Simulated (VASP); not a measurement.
# Li (Fm-3m) in VASP: further runs

Runs on Li. Level: PBEsol. Tasks: single point, relaxation of cell and atoms.

All numbers are computed with VASP 6.6.1; they aren't measurements. Logs are shortened: lines on timing, memory, paths and dates and some standing lists are left out, and cuts for length are marked.

## Step 1: The cell of the first run

The structure is cubic, space group Fm-3m (No. 225). The conventional cell has a = 4.315 Å, b = 4.315 Å, c = 4.315 Å, α = 90.00°, β = 90.00°, γ = 90.00°. Within 4.0 Å of Li (site symmetry m-3m) lie 12 Li at 3.05 Å.

## Step 2: Single point, PBEsol

INCAR

```
PREC     = Accurate       # precision mode
ENCUT    = 520            # plane-wave cutoff, eV
EDIFF    = 1E-7           # SCF threshold, eV
ISMEAR   = 0              # smearing method
SIGMA    = 0.05           # smearing width, eV
LREAL    = False          # projectors in reciprocal space
LASPH    = True           # aspherical terms in the spheres
NELM     = 100            # most SCF steps
ALGO     = Normal         # electronic algorithm
ISIF     = 2              # what is computed and relaxed
LWAVE    = False          # write WAVECAR
LCHARG   = False          # write CHGCAR
GGA      = PS             # functional
NBANDS   = 14             # bands
```

KPOINTS

```
Automatic mesh
0
Gamma
  9 9 9
```

POSCAR

```
Li
1.0
    4.3153394128      0.0000000000      0.0000000000
    0.0000000000      4.3153394128      0.0000000000
    0.0000000000      0.0000000000      4.3153394128
Li
4
Direct
    0.0000000000      0.0000000000      0.0000000000
    0.0000000000      0.5000000000      0.5000000000
    0.5000000000      0.0000000000      0.5000000000
    0.5000000000      0.5000000000      0.0000000000
```

Potentials or basis: VASP PAW PBE potentials, release 64 (Li_sv).

Launch:

```bash
> cat potpaw_PBE.64/Li_sv/POTCAR > POTCAR
> mpirun -np 1 vasp_std > vasp.out
```

OUTCAR:

```text
PREC = Accurate
   ENCUT = 520
   EDIFF = 1E-7
   ISMEAR = 0
   LREAL = False
   LASPH = True
   NELM = 100
   ISIF = 2
   GGA = PS

 ion  position               nearest neighbor table
   1  0.000  0.000  0.000-
   2  0.000  0.500  0.500-
   3  0.500  0.000  0.500-
   4  0.500  0.500  0.000-

  LATTYP: Found a simple cubic cell.
 ALAT       =     4.3153394128

  Lattice vectors:

 A1 = (   4.3153394128,   0.0000000000,   0.0000000000)
 A2 = (   0.0000000000,   4.3153394128,   0.0000000000)
 A3 = (   0.0000000000,   0.0000000000,   4.3153394128)

Analysis of symmetry for initial positions (statically):
=====================================================================
 Subroutine PRICEL returns following result:

  LATTYP: Found a face centered cubic cell.
 ALAT       =     4.3153394128

  Lattice vectors:

 A1 = (   2.1576697064,  -2.1576697064,   0.0000000000)
 A2 = (   2.1576697064,   0.0000000000,   2.1576697064)
 A3 = (   0.0000000000,  -2.1576697064,   2.1576697064)

   4 primitive cells build up your supercell.

 Routine SETGRP: Setting up the symmetry group for a
 simple cubic supercell.

 Subroutine GETGRP returns: Found 48 space group operations
 (whereof 48 operations were pure point group operations)
 out of a pool of 48 trial point group operations.

The static configuration has the point symmetry O_h .

Analysis of symmetry for dynamics (positions and initial velocities):
=====================================================================
 Subroutine PRICEL returns following result:

  LATTYP: Found a face centered cubic cell.
 ALAT       =     4.3153394128

  Lattice vectors:

 A1 = (   2.1576697064,  -2.1576697064,   0.0000000000)
 A2 = (   2.1576697064,   0.0000000000,   2.1576697064)
 A3 = (   0.0000000000,  -2.1576697064,   2.1576697064)

   4 primitive cells build up your supercell.

 Routine SETGRP: Setting up the symmetry group for a
 simple cubic supercell.

 Subroutine GETGRP returns: Found 48 space group operations
 (whereof 48 operations were pure point group operations)
 out of a pool of 48 trial point group operations.

The dynamic configuration has the point symmetry O_h .

 Subroutine INISYM returns: Found 48 space group operations
 (whereof 48 operations are pure point group operations),
 and found     4 'primitive' translations

----------------------------------------------------------------------------------------

                                     Primitive cell

  volume of cell :      20.0902

  direct lattice vectors                    reciprocal lattice vectors
     2.157669706 -2.157669706  0.000000000     0.231731483 -0.231731483 -0.231731483
     2.157669706  0.000000000  2.157669706     0.231731483  0.231731483  0.231731483
     0.000000000 -2.157669706  2.157669706    -0.231731483 -0.231731483  0.231731483

  length of vectors
     3.051405762  3.051405762  3.051405762     0.401370702  0.401370702  0.401370702

  position of ions in fractional coordinates (direct lattice)
     0.000000000  0.000000000  0.000000000

  ion indices of the primitive-cell ions
   primitive index   ion index
                 1           1

----------------------------------------------------------------------------------------

 KPOINTS: Automatic mesh

Automatic generation of k-mesh.
 Grid dimensions read from file:
 generate k-points for:    9    9    9

 Generating k-lattice:

  Cartesian coordinates                     Fractional coordinates (reciprocal lattice)
     0.025747943  0.000000000  0.000000000     0.111111111  0.000000000  0.000000000
     0.000000000  0.025747943  0.000000000     0.000000000  0.111111111  0.000000000
     0.000000000  0.000000000  0.025747943     0.000000000  0.000000000  0.111111111

  Length of vectors
     0.025747943  0.025747943  0.025747943

  Shift w.r.t. Gamma in fractional coordinates (k-lattice)
     0.000000000  0.000000000  0.000000000

 Subroutine IBZKPT returns following result:
 ===========================================

 Found     35 irreducible k-points:

 Following reciprocal coordinates:
            Coordinates               Weight
  0.000000  0.000000  0.000000      1.000000
  0.111111  0.000000  0.000000      6.000000
  0.222222  0.000000  0.000000      6.000000
  0.333333  0.000000  0.000000      6.000000
  0.444444  0.000000  0.000000      6.000000
  0.111111  0.111111  0.000000     12.000000
[... 16 lines left out ...]
  0.333333  0.333333  0.111111     24.000000
  0.444444  0.333333  0.111111     48.000000
 [... further k-points ...]
   k-points           NKPTS =     35   k-points in BZ     NKDIM =     35   number of bands    NBANDS=     14
   number of dos      NEDOS =    301   number of ions     NIONS =      4
   total plane-waves  NPLWV =  32768
   dimension x,y,z NGX =    32 NGY =   32 NGZ =   32
   dimension x,y,z NGXF=    64 NGYF=   64 NGZF=   64
   ions per type =               4
   NGX,Y,Z   is equivalent  to a cutoff of  12.33, 12.33, 12.33 a.u.
   NGXF,Y,Z  is equivalent  to a cutoff of  24.66, 24.66, 24.66 a.u.
 SYSTEM =  unknown system
   PREC   = accura    normal or accurate (medium, high low for compatibility)
   ISTART =      0    job   : 0-new  1-cont  2-samecut
   ICHARG =      2    charge: 1-file 2-atom 10-const
   ISPIN  =      1    spin polarized calculation?
   LNONCOLLINEAR =      F non collinear calculations
   LSORBIT =      F    spin-orbit coupling
   LASPH  =      T    aspherical Exc in radial PAW
   ENCUT  =  520.0 eV  38.22 Ry    6.18 a.u.   8.02  8.02  8.02*2*pi/ulx,y,z
   NELM   =    100;   NELMIN=  2; NELMDL= -5     # of ELM steps
   EDIFF  = 0.1E-06   stopping-criterion for ELM
   LREAL  =      F    real-space projection
   EDIFFG = 0.1E-05   stopping-criterion for IOM
   NSW    =      0    number of steps for IOM
   IBRION =     -1    ionic relax: 0-MD 1-quasi-New 2-CG
   NFREE  =      0    steps in history (QN), initial steepest desc. (CG)
   ISIF   =      2    stress and relaxation
   ISYM   =      2    0-nonsym 1-usesym 2-fastsym
   POTIM  = 0.5000    time-step for ionic-motion
   TEBEG  =    0.0;   TEEND  =   0.0 temperature during run
   PSTRESS=    0.0 pullay stress
   NELECT =      12.0000    total number of electrons
   NUPDOWN=      -1.0000    fix difference up-down
   EMIN   =  10.00;   EMAX   =-10.00  energy-range for DOS
   EFERMI =   0.00;   METHOD = LEGACY
   ISMEAR =     0;   SIGMA  =   0.05  broadening in eV -4-tet -1-fermi 0-gaus
   EFERMI_NEDOS =   21; number of points for ismear=-14 and -15
   IALGO  =     38    algorithm
   IMIX   =      4    mixing-type and parameters
     AMIX     =   0.40;   BMIX     =  1.00
     AMIX_MAG =   1.60;   BMIX_MAG =  1.00
  volume/ion in A,a.u.               =      20.09       135.58
  Fermi-wavevector in a.u.,A,eV,Ry     =   0.868534  1.641292 10.263579  0.754352
  Thomas-Fermi vector in A             =   1.987227
   LORBIT       =      0    0 simple, 1 ext, 2 COOP (PROOUT), +10 PAW based schemes
   GGA     = PS    functional components
   LHFCALC =     F    Hartree Fock is set to
   AEXX    =    0.0000 exact exchange contribution
   IVDW    =     0    specifies the selected vdW correction
   LEPSILON=     F    determine dielectric tensor
   LRPA    =     F    only Hartree local field effects (RPA)
 non-spin polarized calculation
 Gauss-broadening in eV      SIGMA  =   0.05
  energy-cutoff  :      520.00
  volume of cell :       80.36
 maximum number of plane-waves:      2218
   NGX = 17   NGY = 17   NGZ = 17

 number of electron      11.9999984 magnetization

 Free energy of the ion-electron system (eV)
  ---------------------------------------------------
  ext. energy  EPLUGINS =         0.00000000
  ---------------------------------------------------
  free energy    TOTEN  =        -7.87845904 eV

  energy without entropy =       -7.87572491  energy(sigma->0) =       -7.87709197

 E-fermi :   0.6625     XC(G=0):  -7.0394

 val. band max:        0.6560517122   @ k =   0.4444   0.4444   0.4444
 cond. band min:       0.7138134571   @ k =   0.2222   0.0000   0.0000
 fundamental gap:      0.0577617449
 Fermi energy:         0.6624687820

 k-point     1 :       0.0000    0.0000    0.0000
  band No.  band energies     occupation
      1     -45.2466      2.00000
      2     -45.2204      2.00000
      3     -45.2204      2.00000
      4     -45.2204      2.00000
      5      -2.9148      2.00000
      6       2.1877      0.00000
      7       2.1877      0.00000
      8       2.1877      0.00000
      9       5.3957      0.00000
     10       5.3957      0.00000
     11       5.3957      0.00000
     12       9.1433      0.00000
     13       9.1433      0.00000
     14       9.1433      0.00000

 k-point     2 :       0.1111    0.0000    0.0000
  band No.  band energies     occupation
      1     -45.2458      2.00000
      2     -45.2213      2.00000
      3     -45.2205      2.00000
      4     -45.2205      2.00000
      5      -2.8410      2.00000
      6       1.6696      0.00000
      7       2.2857      0.00000
      8       2.2857      0.00000
      9       5.3524      0.00000
     10       5.3524      0.00000
     11       6.1048      0.00000
     12       8.2512      0.00000
     13       8.2512      0.00000
     14       9.1885      0.00000

 k-point     3 :       0.2222    0.0000    0.0000
  band No.  band energies     occupation
      1     -45.2436      2.00000
      2     -45.2236      2.00000
      3     -45.2205      2.00000
      4     -45.2205      2.00000
      5      -2.6191      2.00000
      6       0.7138      0.14643
      7       2.5794      0.00000
      8       2.5794      0.00000
      9       5.2482      0.00000
     10       5.2482      0.00000
     11       6.9165      0.00000
     12       6.9165      0.00000
     13       7.6324      0.00000
     14       9.2933      0.00000

 k-point     4 :       0.3333    0.0000    0.0000
  band No.  band energies     occupation
      1     -45.2402      2.00000
      2     -45.2270      2.00000
      3     -45.2204      2.00000
      4     -45.2204      2.00000
      5      -2.2475      2.00000
      6      -0.2277      2.00000
      7       3.0683      0.00000
      8       3.0683      0.00000
      9       5.1379      0.00000
     10       5.1379      0.00000
     11       5.6859      0.00000
     12       5.6859      0.00000
     13       9.3980      0.00000
     14       9.4115      0.00000

 k-point     5 :       0.4444    0.0000    0.0000
  band No.  band energies     occupation
      1     -45.2358      2.00000
      2     -45.2314      2.00000
      3     -45.2203      2.00000
      4     -45.2203      2.00000
      5      -1.7241      2.00000
      6      -1.0492      2.00000
      7       3.7512      0.00000
      8       3.7512      0.00000
      9       4.6256      0.00000
     10       4.6256      0.00000
     11       5.0699      0.00000
[... 276 lines left out ...]
 k-point    22 :       0.4444    0.2222    0.1111
  band No.  band energies     occupation
      1     -45.2337      2.00000
      2     -45.2298      2.00000
      3     -45.2225      2.00000
      4     -45.2221      2.00000
      5      -1.3595      2.00000
      6      -0.6860      2.00000
      7       1.9140      0.00000
      8       2.3851      0.00000
      9       3.9920      0.00000
     10       4.5652      0.00000
     11       7.6373      0.00000
     12       7.7353      0.00000
     13       7.7415      0.00000
     14       8.5795      0.00000

 k-point    23 :       0.3333    0.3333    0.1111
  band No.  band energies     occupation
      1     -45.2348      2.00000
      2     -45.2254      2.00000
      3     -45.2254      2.00000
      4     -45.2224      2.00000
      5      -1.5125      2.00000
      6       0.4943      2.00000
      7       0.4943      2.00000
      8       2.2015      0.00000
      9       3.8733      0.00000
     10       5.9652      0.00000
     11       5.9652      0.00000
     12       8.0641      0.00000
     13       8.4557      0.00000
     14       9.1458      0.00000

 k-point    24 :       0.4444    0.3333    0.1111
  band No.  band energies     occupation
      1     -45.2317      2.00000
      2     -45.2284      2.00000
      3     -45.2244      2.00000
      4     -45.2234      2.00000
      5      -0.9938      2.00000
      6      -0.3238      2.00000
      7       0.9857      0.00000
      8       1.5860      0.00000
      9       4.3154      0.00000
     10       5.0473      0.00000
     11       6.6467      0.00000
     12       7.4766      0.00000
     13       8.4192      0.00000
     14       8.7624      0.00000

 [... further k-points ...]

------------------------ aborting loop because EDIFF is reached ----------------------------------------

  FORCE on cell =-STRESS in cart. coord.  units (eV):
  Direction    XX          YY          ZZ          XY          YZ          ZX
  --------------------------------------------------------------------------------------
  -------------------------------------------------------------------------------------
  Total       -0.0237770     -0.0237770     -0.0237770      0.0000000      0.0000000      0.0000000
  in kB       -0.4740486     -0.4740486     -0.4740486      0.0000000      0.0000000      0.0000000
  external PRESSURE =      -0.4740486 kB  Pullay stress =       0.0000000 kB

 VOLUME and BASIS-vectors are now :
 -----------------------------------------------------------------------------
  energy-cutoff  :      520.00
  volume of cell :       80.36
      direct lattice vectors                 reciprocal lattice vectors
     4.315339413  0.000000000  0.000000000     0.231731483  0.000000000  0.000000000
     0.000000000  4.315339413  0.000000000     0.000000000  0.231731483  0.000000000
     0.000000000  0.000000000  4.315339413     0.000000000  0.000000000  0.231731483

 POSITION                                       TOTAL-FORCE (eV/Angst)
 -----------------------------------------------------------------------------------
      0.00000      0.00000      0.00000        -0.000000      0.000000      0.000000
      0.00000      2.15767      2.15767        -0.000000     -0.000000     -0.000000
      2.15767      0.00000      2.15767         0.000000      0.000000      0.000000
      2.15767      2.15767      0.00000         0.000000     -0.000000      0.000000
 -----------------------------------------------------------------------------------
    total drift:                                0.000000     -0.000000     -0.000000

  FREE ENERGIE OF THE ION-ELECTRON SYSTEM (eV)
  ---------------------------------------------------
  free  energy   TOTEN  =        -7.8784590387 eV

  energy  without entropy=       -7.8757249061  energy(sigma->0) =       -7.87709197
```

It took 14 s on 1 thread of Intel Xeon Platinum 8488C (Sapphire Rapids), shared host; peak memory 0.17 GiB.

What came out:

| Quantity | Value |
| --- | --- |
| Free energy | -7.8785 eV |
| Band gap on the k mesh | zero (band 6 reaches 2.19 eV, above the bottom of band 7 at 0.13 eV) |

Caveat: the cutoff is under 1.25 times the usual one of these potentials, so pressure, stress and relaxed cells hold a basis-set (Pulay) error; the PAW data sets were made with another functional, which shifts forces and pressure a little.

## Step 3: Relaxation of cell and atoms, PBEsol

This run uses another cell than the first one, of 21.59 Å³/atom, 1.075 times its volume.

INCAR

```
PREC = Accurate
ENCUT = 600
EDIFF = 1E-6
ISMEAR = 0
SIGMA = 0.05
LREAL = False
LASPH = True
NELM = 100
ALGO = Normal
ISIF = 3
LWAVE = False
LCHARG = False
GGA = PS
IBRION = 2
NSW = 60
EDIFFG = -0.02
```

KPOINTS

```
regular mesh
0
Gamma
  9 9 9
```

POSCAR

```
Li
1.0
    4.4200000000      0.0000000000      0.0000000000
    0.0000000000      4.4200000000      0.0000000000
    0.0000000000      0.0000000000      4.4200000000
Li
4
Direct
    0.0000000000      0.0000000000      0.0000000000
    0.0000000000      0.5000000000      0.5000000000
    0.5000000000      0.0000000000      0.5000000000
    0.5000000000      0.5000000000      0.0000000000
```

Potentials or basis: VASP PAW PBE potentials, release 64 (Li_sv).

Launch:

```bash
> cat potpaw_PBE.64/Li_sv/POTCAR > POTCAR
> mpirun -np 1 vasp_std > vasp.out
```

It took 34 s on 1 thread of Intel Xeon Platinum 8488C (Sapphire Rapids), shared host; peak memory 0.2 GiB.

It converged, with:

```yaml
Free_energy: -7.8875 eV
Relaxed_volume: 20.07 Å³/atom
Relaxed_cell: a = 4.314 Å, b = 4.314 Å, c = 4.314 Å, α = 90.00°, β = 90.00°, γ = 90.00°
Space_group_after_relaxing_to_0.05_Å: Fm-3m (No. 225)
Energy_gained_by_relaxing: 5.3 meV/atom
Ionic_steps: 3
Pressure_after_relaxing: -0.1 GPa
Band_gap_on_the_k_mesh: zero (band 6 reaches 2.19 eV, above the bottom of band 7 at 0.13 eV)
```

Step by step:
```tsv
step	energy change (eV)	largest force (eV/Å)	pressure (GPa)	volume (Å³)
1	0.0000	0.0000	-0.96	86.35
2	-0.0086	0.0000	-0.76	84.75
3	-0.0213	0.0000	-0.12	80.27
```

Final structure:
```
Li
1.0
     4.31370    0.00000    0.00000
     0.00000    4.31370    0.00000
     0.00000    0.00000    4.31370
Li
4
Direct
  0.00000 0.00000 0.00000
  0.00000 0.50000 0.50000
  0.50000 0.00000 0.50000
  0.50000 0.50000 0.00000
```

Levels at points of the mesh, in eV from the Fermi level:
| k point | band 4 | band 5 | band 6 | band 7 | band 8 | band 9 |
| --- | --- | --- | --- | --- | --- | --- |
| (0.00, 0.00, 0.00) | -45.88 | -3.58 | 1.53 | 1.53 | 1.53 | 4.74 |

Caveat: the cutoff is under 1.25 times the usual one of these potentials, so pressure, stress and relaxed cells hold a basis-set (Pulay) error; the PAW data sets were made with another functional, which shifts forces and pressure a little.
